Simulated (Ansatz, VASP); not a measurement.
One calculation of ZnS, two programs

```
Zn S
1.0
     3.81100    0.00000   -0.05716
    -1.90550    3.30042    0.02858
    -0.09351    0.00000    6.23400
Zn S
2 2
Cartesian
  0.0000 2.2003 0.0000
  1.8587 1.1001 3.0884
  -0.0360 2.2003 2.4001
  1.8227 1.1001 5.4885
```

Change from the starting cell: strain -0.0300 x Voigt [0, 0, 0, 0, 1, 0], atoms carried along.

Alike in both runs: task single point; functional r2SCAN; k mesh 6 × 6 × 4; occupations gaussian, width 0.05 eV; no spin polarisation.

```csv
,VASP,Ansatz
version,VASP 6.6.1,Ansatz 0.2.0
potentials or method,"VASP PAW PBE potentials, release 64 (Zn, S), cutoff 520 eV","scalar-relativistic, plane waves, PAW"
valence electrons in the cell,36,36
```

|  | VASP | Ansatz | Ansatz less VASP |
| --- | --- | --- | --- |
| gap on the k mesh at the Fermi level (eV) | 2.77 | 2.76 | -0.010 |
| least direct gap on the mesh (eV) | 2.77 | 2.76 | -0.010 |
| pressure (GPa) | 0.2 | 0.2 | -0.05 |
| traceless stress, the component that is largest in VASP (GPa) | -1.30 | -1.28 | +0.014 |
| rms of the force components (eV/Å) | 0.196 | 0.195 | -0.0006 |

VASP's potentials were made for PBE, not for r2SCAN. Atom by atom the forces differ by 0.002 eV/Å (rms over components).
